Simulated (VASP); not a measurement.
# SnB23N24 (a cell with a defect): electric field gradients with PBE

SnB23N24 (a cell with a defect):

```
Sn B N
1.0
     0.00000    6.99063    4.33218
     3.75490    0.00000    6.49827
     5.00653   13.98126    0.00000
Sn B N
1 23 24
Cartesian
  1.2516 3.4953 0.0002
  2.5033 6.9906 0.0002
  3.7549 10.4859 0.0002
  5.0065 13.9813 0.0002
  2.5033 3.4953 2.1663
  3.7549 6.9906 2.1663
  5.0065 10.4859 2.1663
  6.2582 13.9813 2.1663
  3.7549 3.4953 4.3324
  5.0065 6.9906 4.3324
  6.2582 10.4859 4.3324
  7.5098 13.9813 4.3324
  1.2516 6.9906 2.1663
  2.5033 10.4859 2.1663
  3.7549 13.9813 2.1663
  5.0065 17.4766 2.1663
  2.5033 6.9906 4.3324
  3.7549 10.4859 4.3324
  5.0065 13.9813 4.3324
  6.2582 17.4766 4.3324
  3.7549 6.9906 6.4985
  5.0065 10.4859 6.4985
  6.2582 13.9813 6.4985
  7.5098 17.4766 6.4985
  1.2516 3.4953 2.8881
  2.5033 6.9906 2.8881
  3.7549 10.4859 2.8881
  5.0065 13.9813 2.8881
  2.5033 3.4953 5.0541
  3.7549 6.9906 5.0541
  5.0065 10.4859 5.0541
  6.2582 13.9813 5.0541
  3.7549 3.4953 7.2202
  5.0065 6.9906 7.2202
  6.2582 10.4859 7.2202
  7.5098 13.9813 7.2202
  1.2516 6.9906 5.0541
  2.5033 10.4859 5.0541
  3.7549 13.9813 5.0541
  5.0065 17.4766 5.0541
  2.5033 6.9906 7.2202
  3.7549 10.4859 7.2202
  5.0065 13.9813 7.2202
  6.2582 17.4766 7.2202
  3.7549 6.9906 9.3863
  5.0065 10.4859 9.3863
  6.2582 13.9813 9.3863
  7.5098 17.4766 9.3863
```

```yaml
Program: VASP 6.6.1
Task: electric field gradients
Functional: PBE
Potentials_or_basis: VASP PAW PBE potentials, release 64 (Sn_d, B, N)
Cutoff: 520 eV
k_mesh: 4 × 3 × 2
Occupations: fermi-dirac, width 0.01 eV
Spin: no spin polarisation
Dipole_correction: no
Charge: 1
Further_INCAR_settings: LREAL = Auto; ALGO = Normal; EDIFF = 1e-08; NBANDS = 132; NELECT = 202.0
```

* Largest force: 43.227 eV/Å
* Largest electric field gradient by atom: Sn +1575.5; B +34.9, +35.5, +34.8, +35.2, +35.1, +35.6, +35.0, +34.6, +35.7 (each value once); N -3.2, +5.6, -2.7, +4.6, +5.9, +3.7, +4.4, -29.6, +7.3, +3.8, +4.7, +7.6, -29.4, +3.5, +4.9, +4.2, +4.1, +5.7, -29.5, +5.3 (each value once) V/Å²

Forces on the atoms (eV/Å):
```
Sn    0.015  -0.001   0.155
B     0.289   0.210  -0.063
B    -0.019   0.000  -0.030
B    -0.280  -0.206   0.029
B     1.464  -0.002   1.195
B     0.203   0.011  -0.058
B     0.339  -0.004  -0.195
B    -0.106  -0.075   0.275
B    -0.287   0.001  -1.857
B     0.108   0.095  -0.194
B     0.044   0.006   0.047
B    -0.216  -0.010   0.069
B    -0.021  -0.017   0.132
B     0.389   0.009  -1.988
B     0.080  -0.001  -0.018
B    -1.655  -0.010   1.300
B     0.100  -0.183  -0.053
B     1.912   0.011   0.670
B     0.068   0.002   0.022
B    -0.442  -0.019   0.278
B    -0.197   0.184   0.018
B     0.135   0.019  -0.064
B    -0.028  -0.008  -0.045
B    -1.891  -0.009   0.763
N     0.124   0.010  -0.746
N    -0.122   0.098   0.051
N    -0.754  -0.004   0.426
N     0.042   0.015  -0.092
N     0.682   0.012   0.267
N    -0.049  -0.078   0.055
N    -0.177  -0.013  -0.163
N     0.066   0.018  -0.043
N   -37.371   0.006  21.518
N    -0.042  -0.303  -0.032
N     0.032  -0.012   0.244
N     0.110   0.058  -0.025
N     0.071   0.299  -0.105
N    37.350  -0.007  21.592
N    -0.134  -0.057   0.006
N     0.200   0.012  -0.027
N     0.094  -0.024  -0.100
N    -0.372  -0.008   0.212
N    -0.076  -0.002   0.058
N     0.051   0.004  -0.243
N     0.146   0.110  -0.019
N    -0.067  -0.005 -43.227
N    -0.102  -0.134   0.077
N     0.298   0.002  -0.074
```

Levels at points of the mesh, in eV from the Fermi level:
| k point | band 99 | band 100 | band 101 | band 102 | band 103 | band 104 |
| --- | --- | --- | --- | --- | --- | --- |
| (0.00, 0.00, 0.00) | -1.01 | -0.63 | -0.61 | 3.98 | 4.05 | 4.15 |
| (0.50, 0.00, 0.00) | -1.03 | -0.63 | -0.60 | 4.03 | 4.19 | 4.32 |
| (0.00, 0.00, 0.50) | -0.98 | -0.33 | -0.29 | 3.73 | 3.92 | 4.54 |
| (0.50, 0.00, 0.50) | -0.89 | -0.40 | -0.36 | 3.89 | 4.20 | 4.39 |

Electric field gradients, principal values (V/Å²):
```tsv
atom	least	middle	greatest (by size)
1 Sn	-787.286	-788.189	1575.474
2 B	-16.984	-17.938	34.922
3 B	-17.574	-17.887	35.461
4 B	-16.960	-17.874	34.835
5 B	-15.987	-19.170	35.157
6 B	-17.202	-17.962	35.164
7 B	-16.313	-18.744	35.057
8 B	-17.057	-17.996	35.053
9 B	-15.974	-19.191	35.164
10 B	-17.163	-17.931	35.094
11 B	-17.632	-17.969	35.602
12 B	-17.181	-17.936	35.117
13 B	-17.282	-17.704	34.986
14 B	-15.671	-19.371	35.042
15 B	-17.416	-17.747	35.163
16 B	-15.826	-19.129	34.954
17 B	-17.252	-17.596	34.848
18 B	-15.714	-19.362	35.075
19 B	-17.470	-17.700	35.171
20 B	-15.924	-18.711	34.635
21 B	-17.152	-17.737	34.889
22 B	-17.430	-18.269	35.699
23 B	-17.478	-17.717	35.196
24 B	-15.903	-19.053	34.956
25 N	1.471	1.728	-3.198
26 N	-2.163	-3.477	5.640
27 N	1.155	1.515	-2.670
28 N	-1.748	-2.825	4.573
29 N	1.414	1.778	-3.191
30 N	-2.461	-3.436	5.898
31 N	-1.027	-2.699	3.726
32 N	-1.832	-2.552	4.384
33 N	7.505	22.096	-29.601
34 N	-3.360	-3.920	7.279
35 N	-1.048	-2.766	3.815
36 N	-1.674	-3.030	4.704
37 N	-3.503	-4.140	7.643
38 N	7.431	21.937	-29.368
39 N	-1.958	-2.625	4.583
40 N	-0.248	-3.242	3.489
41 N	-2.178	-2.746	4.924
42 N	-1.771	-2.791	4.562
43 N	-1.923	-2.304	4.226
44 N	-0.889	-3.200	4.090
45 N	-2.493	-3.197	5.689
46 N	7.485	21.970	-29.455
47 N	-2.474	-2.836	5.311
48 N	-0.901	-3.215	4.116
```

Wall time 64 min on 1 thread of Intel(R) Xeon(R) Platinum 8488C (Sapphire Rapids), on a shared host, peak memory 1.1 GiB.

Caveat: the cell carries a net charge on a neutralising background, which shifts energy and pressure; the cell is charged against a uniform background, so pressure and absolute levels hang on convention; atoms lie so close that the PAW spheres overlap strongly, which falsifies energies and pressures; without QUAD_EFG the Cq values of the log hold for a quadrupole moment of 1 mb, not for the nuclei; spin-orbit coupling is left out, which moves the levels of the heavy elements.
